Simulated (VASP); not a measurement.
# GaP (F-43m) in VASP: single point with PBEsol

Aim: the single point of GaP with PBEsol.

Everything below comes from runs of VASP 6.6.1. Logs are shortened: lines on timing, memory, paths and dates and some standing lists are left out, and cuts for length are marked.

**Measured values to compare with.**

From “Stacking defects in GaP nanowires: Electronic structure and optical properties”, 2018, arxiv:1810.01194, for a bulk crystal of GaP at 10 K: band gap 2.34 eV (indirect).

How close the calculation comes is told below.

## 1. The cell of the first run

Symmetry: F-43m, No. 216, cubic system. The conventional cell has a = 5.451 Å, b = 5.451 Å, c = 5.451 Å, α = 90.00°, β = 90.00°, γ = 90.00°. Within 3.1 Å of Ga (site symmetry -43m) lie 4 P at 2.36 Å. P (site symmetry -43m) has 4 Ga at 2.36 Å within 3.1 Å.

## 2. Single point, PBEsol

INCAR reads:

```
SYSTEM = GaP
PREC     = Accurate       ! precision mode
ENCUT    = 500            ! plane-wave cutoff, eV
EDIFF    = 1E-6           ! SCF threshold, eV
ISMEAR   = -1             ! smearing method
SIGMA    = 0.05           ! smearing width, eV
LREAL    = .FALSE.        ! projectors in reciprocal space
LASPH    = .TRUE.         ! aspherical terms in the spheres
NELM     = 120            ! most SCF steps
ALGO     = Normal         ! electronic algorithm
ISIF     = 2              ! what is computed and relaxed
LWAVE    = .FALSE.        ! write WAVECAR
LCHARG   = .FALSE.        ! write CHGCAR
GGA      = PS             ! functional
NBANDS   = 16             ! bands
ISYM     = -1           
GGA_COMPAT= .FALSE.
```

KPOINTS reads:

```
explicit points
500
Reciprocal
  0.05000000   0.05000000   0.05000000 2
  0.05000000   0.05000000   0.15000000 2
  0.05000000   0.05000000   0.25000000 2
  0.05000000   0.05000000   0.35000000 2
  0.05000000   0.05000000   0.45000000 2
  0.05000000   0.05000000   0.55000000 2
[... 492 lines left out ...]
  0.45000000   0.95000000   0.85000000 2
  0.45000000   0.95000000   0.95000000 2
```

POSCAR reads:

```
GaP
1.0
    0.0000000000      2.7252500000      2.7252500000
    2.7252500000      0.0000000000      2.7252500000
    2.7252500000      2.7252500000      0.0000000000
Ga P
1 1
Direct
    0.0000000000      0.0000000000      0.0000000000
    0.7500000000      0.7500000000      0.7500000000
```

Potentials or basis: VASP PAW PBE potentials, release 64 (Ga_d, P).

On the command line:

```sh
$ cat potpaw_PBE.64/Ga_d/POTCAR potpaw_PBE.64/P/POTCAR > POTCAR
$ mpirun -np 1 vasp_std > vasp.out
```

OUTCAR:

```text
SYSTEM = GaP
   PREC = Accurate
   ENCUT = 500
   EDIFF = 1E-6
   ISMEAR = -1
   LREAL = .FALSE.
   LASPH = .TRUE.
   NELM = 120
   ISIF = 2
   GGA = PS
   ISYM = -1

 ion  position               nearest neighbor table
   1  0.000  0.000  0.000-   2 2.36   2 2.36   2 2.36   2 2.36
   2  0.750  0.750  0.750-   1 2.36   1 2.36   1 2.36   1 2.36

IMPORTANT INFORMATION: All symmetrisations will be switched off!
NOSYMM: (Re-)initialisation of all symmetry stuff for point group C_1.

----------------------------------------------------------------------------------------

                                     Primitive cell

  volume of cell :      40.4808

  direct lattice vectors                    reciprocal lattice vectors
     0.000000000  2.725250000  2.725250000    -0.183469406  0.183469406  0.183469406
     2.725250000  0.000000000  2.725250000     0.183469406 -0.183469406  0.183469406
     2.725250000  2.725250000  0.000000000     0.183469406  0.183469406 -0.183469406

  length of vectors
     3.854085511  3.854085511  3.854085511     0.317778334  0.317778334  0.317778334

  position of ions in fractional coordinates (direct lattice)
     0.000000000  0.000000000  0.000000000
     0.750000000  0.750000000  0.750000000

  ion indices of the primitive-cell ions
   primitive index   ion index
                 1           1
                 2           2

----------------------------------------------------------------------------------------

 KPOINTS: explicit points

Read explicit list of k-points.

 Found    500 k-points:

 Following reciprocal coordinates:
            Coordinates               Weight
  0.050000  0.050000  0.050000      0.002000
  0.050000  0.050000  0.150000      0.002000
  0.050000  0.050000  0.250000      0.002000
  0.050000  0.050000  0.350000      0.002000
  0.050000  0.050000  0.450000      0.002000
  0.050000  0.050000  0.550000      0.002000
[... 16 lines left out ...]
  0.050000  0.250000  0.250000      0.002000
  0.050000  0.250000  0.350000      0.002000
 [... further k-points ...]
   k-points           NKPTS =    500   k-points in BZ     NKDIM =    500   number of bands    NBANDS=     16
   number of dos      NEDOS =    301   number of ions     NIONS =      2
   total plane-waves  NPLWV =  21952
   dimension x,y,z NGX =    28 NGY =   28 NGZ =   28
   dimension x,y,z NGXF=    56 NGYF=   56 NGZF=   56
   ions per type =               1   1
   NGX,Y,Z   is equivalent  to a cutoff of  12.08, 12.08, 12.08 a.u.
   NGXF,Y,Z  is equivalent  to a cutoff of  24.16, 24.16, 24.16 a.u.
 SYSTEM =  GaP
   PREC   = accura    normal or accurate (medium, high low for compatibility)
   ISTART =      0    job   : 0-new  1-cont  2-samecut
   ICHARG =      2    charge: 1-file 2-atom 10-const
   ISPIN  =      1    spin polarized calculation?
   LNONCOLLINEAR =      F non collinear calculations
   LSORBIT =      F    spin-orbit coupling
   LASPH  =      T    aspherical Exc in radial PAW
   ENCUT  =  500.0 eV  36.75 Ry    6.06 a.u.   7.03  7.03  7.03*2*pi/ulx,y,z
   NELM   =    120;   NELMIN=  2; NELMDL= -5     # of ELM steps
   EDIFF  = 0.1E-05   stopping-criterion for ELM
   LREAL  =      F    real-space projection
   EDIFFG = 0.1E-04   stopping-criterion for IOM
   NSW    =      0    number of steps for IOM
   IBRION =     -1    ionic relax: 0-MD 1-quasi-New 2-CG
   NFREE  =      0    steps in history (QN), initial steepest desc. (CG)
   ISIF   =      2    stress and relaxation
   ISYM   =     -1    0-nonsym 1-usesym 2-fastsym
   POTIM  = 0.5000    time-step for ionic-motion
   TEBEG  =    0.0;   TEEND  =   0.0 temperature during run
   PSTRESS=    0.0 pullay stress
   NELECT =      18.0000    total number of electrons
   NUPDOWN=      -1.0000    fix difference up-down
   EMIN   =  10.00;   EMAX   =-10.00  energy-range for DOS
   EFERMI =   0.00;   METHOD = LEGACY
   ISMEAR =    -1;   SIGMA  =   0.05  broadening in eV -4-tet -1-fermi 0-gaus
   EFERMI_NEDOS =   21; number of points for ismear=-14 and -15
   IALGO  =     38    algorithm
   IMIX   =      4    mixing-type and parameters
     AMIX     =   0.40;   BMIX     =  1.00
     AMIX_MAG =   1.60;   BMIX_MAG =  1.00
  volume/ion in A,a.u.               =      20.24       136.59
  Fermi-wavevector in a.u.,A,eV,Ry     =   1.249538  2.361284 21.243377  1.561344
  Thomas-Fermi vector in A             =   2.383574
   LORBIT       =      0    0 simple, 1 ext, 2 COOP (PROOUT), +10 PAW based schemes
   GGA     = PS    functional components
   LHFCALC =     F    Hartree Fock is set to
   AEXX    =    0.0000 exact exchange contribution
   IVDW    =     0    specifies the selected vdW correction
   LEPSILON=     F    determine dielectric tensor
   LRPA    =     F    only Hartree local field effects (RPA)
 non-spin polarized calculation
  energy-cutoff  :      500.00
  volume of cell :       40.48
 maximum number of plane-waves:      1038
 NGX is ok and might be reduce to    28
   NGX = 13   NGY = 13   NGZ = 13

 number of electron      18.0000016 magnetization

 Free energy of the ion-electron system (eV)
  ---------------------------------------------------
  ext. energy  EPLUGINS =         0.00000000
  ---------------------------------------------------
  free energy    TOTEN  =        -9.92321302 eV

  energy without entropy =       -9.92321301  energy(sigma->0) =       -9.92321301

 E-fermi :   5.3070     XC(G=0): -10.0219

 val. band max:        4.5246028775   @ k =   0.0500   0.0500   0.0500
 cond. band min:       6.1316477232   @ k =   0.4500   0.0500   0.4500
 fundamental gap:      1.6070448458
 Fermi energy:         5.3070347152

 k-point     1 :       0.0500    0.0500    0.0500
  band No.  band energies     occupation
      1      -9.9743      2.00000
      2      -9.9710      2.00000
      3      -9.9710      2.00000
      4      -9.8712      2.00000
      5      -9.8712      2.00000
      6      -7.9240      2.00000
[... 8 lines left out ...]
     15      14.1761      0.00000
     16      14.1761      0.00000

 k-point     2 :       0.0500    0.0500    0.1500
  band No.  band energies     occupation
      1      -9.9865      2.00000
      2      -9.9677      2.00000
      3      -9.9657      2.00000
      4      -9.8723      2.00000
      5      -9.8702      2.00000
      6      -7.7504      2.00000
[... 8 lines left out ...]
     15      13.9081      0.00000
     16      14.1199      0.00000

 k-point     3 :       0.0500    0.0500    0.2500
  band No.  band energies     occupation
      1     -10.0094      2.00000
      2      -9.9600      2.00000
      3      -9.9578      2.00000
      4      -9.8725      2.00000
      5      -9.8688      2.00000
      6      -7.3335      2.00000
[... 8 lines left out ...]
     15      13.7630      0.00000
     16      14.6974      0.00000

 k-point     4 :       0.0500    0.0500    0.3500
  band No.  band energies     occupation
      1     -10.0332      2.00000
      2      -9.9521      2.00000
      3      -9.9509      2.00000
      4      -9.8702      2.00000
      5      -9.8665      2.00000
      6      -6.7279      2.00000
[... 8 lines left out ...]
     15      14.1859      0.00000
     16      14.6982      0.00000

 k-point     5 :       0.0500    0.0500    0.4500
  band No.  band energies     occupation
      1     -10.0499      2.00000
      2      -9.9472      2.00000
      3      -9.9472      2.00000
      4      -9.8662      2.00000
      5      -9.8644      2.00000
      6      -6.0923      2.00000
[... 8 lines left out ...]
     15      14.8524      0.00000
     16      16.0273      0.00000

 k-point     6 :       0.0500    0.0500    0.5500
  band No.  band energies     occupation
      1     -10.0545      2.00000
      2      -9.9467      2.00000
      3      -9.9458      2.00000
      4      -9.8649      2.00000
      5      -9.8635      2.00000
      6      -5.8543      2.00000
[... 8 lines left out ...]
     15      16.2191      0.00000
     16      16.2328      0.00000

 k-point     7 :       0.0500    0.0500    0.6500
  band No.  band energies     occupation
      1     -10.0457      2.00000
      2      -9.9490      2.00000
      3      -9.9474      2.00000
      4      -9.8683      2.00000
      5      -9.8641      2.00000
      6      -6.2880      2.00000
[... 8 lines left out ...]
     15      14.8436      0.00000
     16      15.3077      0.00000

 k-point     8 :       0.0500    0.0500    0.7500
  band No.  band energies     occupation
      1     -10.0260      2.00000
      2      -9.9545      2.00000
      3      -9.9525      2.00000
      4      -9.8719      2.00000
      5      -9.8667      2.00000
      6      -6.9444      2.00000
[... 8 lines left out ...]
     15      14.1717      0.00000
     16      14.3889      0.00000

 k-point     9 :       0.0500    0.0500    0.8500
  band No.  band energies     occupation
      1     -10.0016      2.00000
      2      -9.9622      2.00000
      3      -9.9605      2.00000
      4      -9.8732      2.00000
      5      -9.8689      2.00000
      6      -7.4971      2.00000
[... 8 lines left out ...]
     15      13.8734      0.00000
     16      14.6629      0.00000
[... 172 lines left out ...]
 k-point    19 :       0.0500    0.1500    0.8500
  band No.  band energies     occupation
      1     -10.0181      2.00000
      2      -9.9561      2.00000
      3      -9.9526      2.00000
      4      -9.8759      2.00000
      5      -9.8665      2.00000
      6      -7.1704      2.00000
[... 8 lines left out ...]
     15      14.4180      0.00000
     16      15.6974      0.00000

 k-point    20 :       0.0500    0.1500    0.9500
  band No.  band energies     occupation
      1      -9.9981      2.00000
      2      -9.9634      2.00000
      3      -9.9609      2.00000
      4      -9.8743      2.00000
      5      -9.8684      2.00000
      6      -7.5801      2.00000
[... 8 lines left out ...]
     15      14.0749      0.00000
     16      14.7337      0.00000

 k-point    21 :       0.0500    0.2500    0.0500
  band No.  band energies     occupation
      1     -10.0094      2.00000
      2      -9.9600      2.00000
      3      -9.9578      2.00000
      4      -9.8725      2.00000
      5      -9.8688      2.00000
      6      -7.3335      2.00000
[... 8 lines left out ...]
     15      13.7630      0.00000
     16      14.6974      0.00000

 k-point    22 :       0.0500    0.2500    0.1500
  band No.  band energies     occupation
      1     -10.0139      2.00000
      2      -9.9560      2.00000
      3      -9.9539      2.00000
      4      -9.8779      2.00000
      5      -9.8656      2.00000
      6      -7.3302      2.00000
[... 8 lines left out ...]
     15      14.4795      0.00000
     16      15.5153      0.00000

 k-point    23 :       0.0500    0.2500    0.2500
  band No.  band energies     occupation
      1     -10.0307      2.00000
      2      -9.9455      2.00000
      3      -9.9449      2.00000
      4      -9.8843      2.00000
      5      -9.8620      2.00000
      6      -7.0834      2.00000
[... 8 lines left out ...]
     15      15.0829      0.00000
     16      16.4889      0.00000

 k-point    24 :       0.0500    0.2500    0.3500
  band No.  band energies     occupation
      1     -10.0475      2.00000
      2      -9.9379      2.00000
      3      -9.9355      2.00000
      4      -9.8880      2.00000
      5      -9.8591      2.00000
      6      -6.6182      2.00000
[... 8 lines left out ...]
     15      15.6007      0.00000
     16      17.2437      0.00000

 [... further k-points ...]

------------------------ aborting loop because EDIFF is reached ----------------------------------------

  FORCE on cell =-STRESS in cart. coord.  units (eV):
  Direction    XX          YY          ZZ          XY          YZ          ZX
  --------------------------------------------------------------------------------------
  -------------------------------------------------------------------------------------
  Total       -0.1631533     -0.1631550     -0.1631519     -0.0006274     -0.0006235     -0.0006213
  in kB       -6.4573965     -6.4574618     -6.4573395     -0.0248308     -0.0246776     -0.0245922
  external PRESSURE =      -6.4573993 kB  Pullay stress =       0.0000000 kB

 VOLUME and BASIS-vectors are now :
 -----------------------------------------------------------------------------
  energy-cutoff  :      500.00
  volume of cell :       40.48
      direct lattice vectors                 reciprocal lattice vectors
     0.000000000  2.725250000  2.725250000    -0.183469406  0.183469406  0.183469406
     2.725250000  0.000000000  2.725250000     0.183469406 -0.183469406  0.183469406
     2.725250000  2.725250000  0.000000000     0.183469406  0.183469406 -0.183469406

 POSITION                                       TOTAL-FORCE (eV/Angst)
 -----------------------------------------------------------------------------------
      0.00000      0.00000      0.00000         0.000232      0.000232      0.000232
      4.08788      4.08788      4.08788        -0.000232     -0.000232     -0.000232
 -----------------------------------------------------------------------------------
    total drift:                               -0.000002     -0.000003     -0.000001

  FREE ENERGIE OF THE ION-ELECTRON SYSTEM (eV)
  ---------------------------------------------------
  free  energy   TOTEN  =        -9.9232130161 eV

  energy  without entropy=       -9.9232130129  energy(sigma->0) =       -9.92321301
```

It took 2.4 min on 1 thread of Intel Xeon Platinum 8488C (Sapphire Rapids), shared host; peak memory 0.39 GiB.

What came out:

```yaml
Free_energy: -9.9232 eV
Pressure: -0.6 GPa
Band_gap_on_the_k_mesh: 1.61 eV (least direct gap 2.06 eV)
```

Levels at points of the mesh, in eV from the valence-band top:
```csv
k point,band 7,band 8,band 9,band 10,band 11,band 12
"(0.05, 0.05, 0.05)",-0.36,0.00,0.00,2.06,3.92,3.94
```

Caveat: the PAW data sets were made with another functional, which shifts forces and pressure a little; a shifted mesh leaves out Γ, where band edges can lie.

## 3. Against experiment

Step 2. Against the measured gap of GaP, 2.34 eV (indirect; 10 K; quoted in “Stacking defects in GaP nanowires: Electronic structure and optical properties”, 2018, arxiv:1810.01194), the calculated 1.61 eV is off by -0.73 eV. Spin-orbit coupling on Ga is left out. The value is that of PBEsol on a finite k mesh, which can miss the band edges, without temperature or zero-point motion. Semilocal functionals fall short of measured gaps as a rule.
